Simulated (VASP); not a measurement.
# WC (Imm2) in VASP: further runs

Runs on WC. Level: r2SCAN. Tasks: single point.

Everything below comes from runs of VASP 6.6.1. Logs are shortened: lines on timing, memory, paths and dates and some standing lists are left out, and cuts for length are marked.

**1. The cell of the first run**

Symmetry: Imm2, No. 44, orthorhombic system. The conventional cell has a = 3.101 Å, b = 4.385 Å, c = 3.101 Å, α = 90.00°, β = 90.00°, γ = 90.00°. Within 2.7 Å of W (site symmetry mm2) lie 6 C at 2.06 to 2.34 Å. Within 2.7 Å of C (site symmetry mm2) lie 6 W at 2.06 to 2.34 Å.

**2. Single point, r2SCAN**

POSCAR

```
WC
1.0
    0.0000000000      2.1926840000      2.1926840000
    2.1926840000      0.0000000000      2.1926840000
    2.1926840000      2.1926840000      0.0000000000
W C
1 1
Direct
    0.0644969162      0.0000000000      0.0000000000
    0.5000000000      0.5000000000      0.5000000000
```

INCAR.step1

```
PREC = Accurate
ENCUT = 520
ISMEAR = 0
SIGMA = 0.15
LREAL = F
LASPH = T
NELM = 100
NBANDS = 16
GGA = PE
ALGO = Normal
EDIFF = 1E-4
LWAVE = T
LCHARG = F
```

INCAR.step2

```
PREC = Accurate
ENCUT = 520
EDIFF = 1E-7
ISMEAR = 0
SIGMA = 0.15
LREAL = F
LASPH = T
NELM = 100
ALGO = Normal
ISIF = 2
LWAVE = F
LCHARG = F
METAGGA = R2SCAN
LMIXTAU = T
NBANDS = 16
ISTART = 1
```

KPOINTS

```
regular mesh
0
Gamma
  18 18 18
```

Potentials or basis: VASP PAW PBE potentials, release 64 (W_sv, C).

Run with:

```
$ cat potpaw_PBE.64/W_sv/POTCAR potpaw_PBE.64/C/POTCAR > POTCAR
$ cp INCAR.step1 INCAR
$ mpirun -np 1 vasp_std > vasp.out
$ cp INCAR.step2 INCAR
$ mpirun -np 1 vasp_std > vasp.out
```

OUTCAR:

```text
PREC = Accurate
   ENCUT = 520
   EDIFF = 1E-7
   ISMEAR = 0
   LREAL = F
   LASPH = T
   NELM = 100
   ISIF = 2
   METAGGA = R2SCAN
   ISTART = 1

 ion  position               nearest neighbor table
   1  0.064  0.000  0.000-   2 2.06   2 2.06   2 2.20   2 2.20   2 2.34   2 2.34
   2  0.500  0.500  0.500-   1 2.06   1 2.06   1 2.20   1 2.20   1 2.34   1 2.34

  LATTYP: Found a face centered cubic cell.
 ALAT       =     4.3853680000

  Lattice vectors:

 A1 = (   0.0000000000,   2.1926840000,   2.1926840000)
 A2 = (   2.1926840000,   0.0000000000,   2.1926840000)
 A3 = (   2.1926840000,   2.1926840000,   0.0000000000)

Analysis of symmetry for initial positions (statically):
=====================================================================
 Subroutine PRICEL returns:
 Original cell was already a primitive cell.

 Routine SETGRP: Setting up the symmetry group for a
 face centered cubic supercell.

 Subroutine GETGRP returns: Found  4 space group operations
 (whereof  4 operations were pure point group operations)
 out of a pool of 48 trial point group operations.

The static configuration has the point symmetry C_2v.

Analysis of symmetry for dynamics (positions and initial velocities):
=====================================================================
 Subroutine PRICEL returns:
 Original cell was already a primitive cell.

 Routine SETGRP: Setting up the symmetry group for a
 face centered cubic supercell.

 Subroutine GETGRP returns: Found  4 space group operations
 (whereof  4 operations were pure point group operations)
 out of a pool of 48 trial point group operations.

The dynamic configuration has the point symmetry C_2v.

 Subroutine INISYM returns: Found  4 space group operations
 (whereof  4 operations are pure point group operations),
 and found     1 'primitive' translations

----------------------------------------------------------------------------------------

                                     Primitive cell

  volume of cell :      21.0842

  direct lattice vectors                    reciprocal lattice vectors
     0.000000000  2.192684000  2.192684000    -0.228031034  0.228031034  0.228031034
     2.192684000  0.000000000  2.192684000     0.228031034 -0.228031034  0.228031034
     2.192684000  2.192684000  0.000000000     0.228031034  0.228031034 -0.228031034

  length of vectors
[... 81 lines left out ...]
   NELM   =    100;   NELMIN=  2; NELMDL=  0     # of ELM steps
   EDIFF  = 0.1E-06   stopping-criterion for ELM
   LREAL  =      F    real-space projection
   EDIFFG = 0.1E-05   stopping-criterion for IOM
   NSW    =      0    number of steps for IOM
   IBRION =     -1    ionic relax: 0-MD 1-quasi-New 2-CG
   NFREE  =      0    steps in history (QN), initial steepest desc. (CG)
   ISIF   =      2    stress and relaxation
   ISYM   =      2    0-nonsym 1-usesym 2-fastsym
   POTIM  = 0.5000    time-step for ionic-motion
   TEBEG  =    0.0;   TEEND  =   0.0 temperature during run
   PSTRESS=    0.0 pullay stress
   NELECT =      18.0000    total number of electrons
   NUPDOWN=      -1.0000    fix difference up-down
   EMIN   =  10.00;   EMAX   =-10.00  energy-range for DOS
   EFERMI =   0.00;   METHOD = LEGACY
   ISMEAR =     0;   SIGMA  =   0.15  broadening in eV -4-tet -1-fermi 0-gaus
   EFERMI_NEDOS =   21; number of points for ismear=-14 and -15
   IALGO  =     38    algorithm
   IMIX   =      4    mixing-type and parameters
     AMIX     =   0.40;   BMIX     =  1.00
     AMIX_MAG =   1.60;   BMIX_MAG =  1.00
  volume/ion in A,a.u.               =      10.54        71.14
  Fermi-wavevector in a.u.,A,eV,Ry     =   1.553029  2.934800 32.815887  2.411900
  Thomas-Fermi vector in A             =   2.657319
   LORBIT       =      0    0 simple, 1 ext, 2 COOP (PROOUT), +10 PAW based schemes
   METAGGA = R2SCAN    functional components
   LHFCALC =     F    Hartree Fock is set to
   AEXX    =    0.0000 exact exchange contribution
   IVDW    =     0    specifies the selected vdW correction
   LEPSILON=     F    determine dielectric tensor
   LRPA    =     F    only Hartree local field effects (RPA)
 non-spin polarized calculation
 Gauss-broadening in eV      SIGMA  =   0.15
  energy-cutoff  :      520.00
  volume of cell :       21.08
 maximum number of plane-waves:       588
   NGX = 11   NGY = 11   NGZ = 11

 number of electron      18.0000001 magnetization

 Free energy of the ion-electron system (eV)
  ---------------------------------------------------
  ext. energy  EPLUGINS =         0.00000000
  ---------------------------------------------------
  free energy    TOTEN  =       -60.49961520 eV

  energy without entropy =      -60.48850901  energy(sigma->0) =      -60.49406211

 E-fermi :  12.3180     XC(G=0): -14.8275

 val. band max:       12.3174332945   @ k =   0.0556  -0.1667   0.1667
 cond. band min:      12.3220646515   @ k =  -0.3333   0.3333   0.1111
 fundamental gap:      0.0046313570
 Fermi energy:        12.3179643126

 k-point     1 :       0.0000    0.0000    0.0000
  band No.  band energies     occupation
      1     -65.0063      2.00000
      2     -28.3712      2.00000
      3     -28.3689      2.00000
      4     -28.3437      2.00000
      5      -4.2841      2.00000
      6       8.6285      2.00000
[... 433 lines left out ...]
      3     -28.3809      2.00000
      4     -28.3595      2.00000
      5      -3.9601      2.00000
      6       7.6745      2.00000
[... 8 lines left out ...]
     15      23.5540      0.00000
     16      33.4657      0.00000

 [... further k-points ...]

------------------------ aborting loop because EDIFF is reached ----------------------------------------

  FORCE on cell =-STRESS in cart. coord.  units (eV):
  Direction    XX          YY          ZZ          XY          YZ          ZX
  --------------------------------------------------------------------------------------
  -------------------------------------------------------------------------------------
  Total       -0.5103886      0.8118793      0.8118793      0.0000000     -0.1617395      0.0000000
  in kB      -38.7840707     61.6941406     61.6941406      0.0000000    -12.2904736      0.0000000
  external PRESSURE =      28.2014035 kB  Pullay stress =       0.0000000 kB

 VOLUME and BASIS-vectors are now :
 -----------------------------------------------------------------------------
  energy-cutoff  :      520.00
  volume of cell :       21.08
      direct lattice vectors                 reciprocal lattice vectors
     0.000000000  2.192684000  2.192684000    -0.228031034  0.228031034  0.228031034
     2.192684000  0.000000000  2.192684000     0.228031034 -0.228031034  0.228031034
     2.192684000  2.192684000  0.000000000     0.228031034  0.228031034 -0.228031034

 POSITION                                       TOTAL-FORCE (eV/Angst)
 -----------------------------------------------------------------------------------
      0.00000      0.14142      0.14142        -0.000000     -1.015216     -1.015216
      2.19268      2.19268      2.19268         0.000000      1.015216      1.015216
 -----------------------------------------------------------------------------------
    total drift:                               -0.000000     -0.000213     -0.000213

  FREE ENERGIE OF THE ION-ELECTRON SYSTEM (eV)
  ---------------------------------------------------
  free  energy   TOTEN  =       -60.4996152043 eV

  energy  without entropy=      -60.4885090102  energy(sigma->0) =      -60.49406211
```

It took 36 min on 1 thread of Oxide Virtual Turin-like, shared host; peak memory 0.35 GiB.

Results:

- Free energy: -60.4996 eV
- Pressure: 2.8 GPa
- Largest force: 1.436 eV/Å
- Band gap on the k mesh: zero (bands 9 and 10 overlap by 3.23 eV)

Forces in eV/Å, atoms in the order of the input:
```
W    0.000 -1.015 -1.015
C    0.000  1.015  1.015
```

Stress tensor (GPa, compression positive):
```
-3.88  0.00  0.00
 0.00  6.17 -1.23
 0.00 -1.23  6.17
```

Caveat: the cell differs from its parent crystal (all W atoms moved -0.200 Å, as atom 1 towards its neighbour atom 1 (W) at 3.101 Å); the stress differs along the axes, from -4 to 6 GPa; the PAW data sets were made with another functional, which shifts forces and pressure a little; spin-orbit coupling is left out, which moves the levels of the heavy elements.

**3. Single point, r2SCAN**

POSCAR, as its differences from that of step 2:

```diff
@@ -8,3 +8,3 @@
 Direct
-    0.0644969162      0.0000000000      0.0000000000
+   -0.0483726872      0.0000000000      0.0000000000
     0.5000000000      0.5000000000      0.5000000000
```

INCAR.step1 is that of step 2.

INCAR.step2

```
PREC = Accurate
ENCUT = 520
EDIFF = 1E-6
ISMEAR = 0
SIGMA = 0.15
LREAL = F
LASPH = T
NELM = 100
ALGO = Normal
ISIF = 2
LWAVE = F
LCHARG = T
METAGGA = R2SCAN
LMIXTAU = T
LELF = T
LVHAR = T
NBANDS = 16
ISTART = 1
```

KPOINTS

```
Automatic mesh
0
Gamma
  18 18 18
```

Potentials or basis: VASP PAW PBE potentials, release 64 (W_sv, C).

Run with:

```
$ cat potpaw_PBE.64/W_sv/POTCAR potpaw_PBE.64/C/POTCAR > POTCAR
$ cp INCAR.step1 INCAR
$ mpirun -np 1 vasp_std > vasp.out
$ cp INCAR.step2 INCAR
$ mpirun -np 1 vasp_std > vasp.out
```

OUTCAR:

```text
PREC = Accurate
   ENCUT = 520
   EDIFF = 1E-6
   ISMEAR = 0
   LREAL = F
   LASPH = T
   NELM = 100
   ISIF = 2
   METAGGA = R2SCAN
   ISTART = 1

 ion  position               nearest neighbor table
   1  0.952  0.000  0.000-   2 2.09   2 2.09   2 2.20   2 2.20   2 2.30   2 2.30
   2  0.500  0.500  0.500-   1 2.09   1 2.09   1 2.20   1 2.20   1 2.30   1 2.30

  LATTYP: Found a face centered cubic cell.
 ALAT       =     4.3853680000

  Lattice vectors:

[... 640 lines left out ...]

 [... further k-points ...]

------------------------ aborting loop because EDIFF is reached ----------------------------------------

  FORCE on cell =-STRESS in cart. coord.  units (eV):
  Direction    XX          YY          ZZ          XY          YZ          ZX
  --------------------------------------------------------------------------------------
  -------------------------------------------------------------------------------------
  Total       -0.5074826      0.2480314      0.2480314      0.0000000     -0.0417015      0.0000000
  in kB      -38.5632465     18.8477305     18.8477305      0.0000000     -3.1688703      0.0000000
  external PRESSURE =      -0.2892619 kB  Pullay stress =       0.0000000 kB

 VOLUME and BASIS-vectors are now :
 -----------------------------------------------------------------------------
  energy-cutoff  :      520.00
  volume of cell :       21.08
      direct lattice vectors                 reciprocal lattice vectors
     0.000000000  2.192684000  2.192684000    -0.228031034  0.228031034  0.228031034
     2.192684000  0.000000000  2.192684000     0.228031034 -0.228031034  0.228031034
     2.192684000  2.192684000  0.000000000     0.228031034  0.228031034 -0.228031034

 POSITION                                       TOTAL-FORCE (eV/Angst)
 -----------------------------------------------------------------------------------
      0.00000      2.08662      2.08662         0.000000      0.715404      0.715404
      2.19268      2.19268      2.19268        -0.000000     -0.715404     -0.715404
 -----------------------------------------------------------------------------------
    total drift:                                0.000000     -0.000256     -0.000256

  FREE ENERGIE OF THE ION-ELECTRON SYSTEM (eV)
  ---------------------------------------------------
  free  energy   TOTEN  =       -60.5608600766 eV

  energy  without entropy=      -60.5509496525  energy(sigma->0) =      -60.55590486
```

Wall time 31 min (1 thread of Oxide Virtual Turin-like, shared host); peak memory 0.36 GiB.

What came out:

| Item | Value |
| --- | --- |
| Free energy | -60.5609 eV |
| Pressure | 0.0 GPa |
| Largest force | 1.012 eV/Å |
| Band gap on the k mesh | zero (bands 9 and 10 overlap by 3.19 eV) |

Forces in eV/Å, atoms in the order of the input:
```
W    0.000  0.715  0.715
C    0.000 -0.715 -0.715
```

Stress tensor (GPa, compression positive):
```
-3.86  0.00  0.00
 0.00  1.88 -0.32
 0.00 -0.32  1.88
```

Caveat: the cell differs from its parent crystal (all W atoms moved +0.150 Å, as atom 1 towards its neighbour atom 1 (W) at 3.101 Å); the stress differs along the axes, from -4 to 2 GPa; the PAW data sets were made with another functional, which shifts forces and pressure a little; spin-orbit coupling is left out, which moves the levels of the heavy elements.
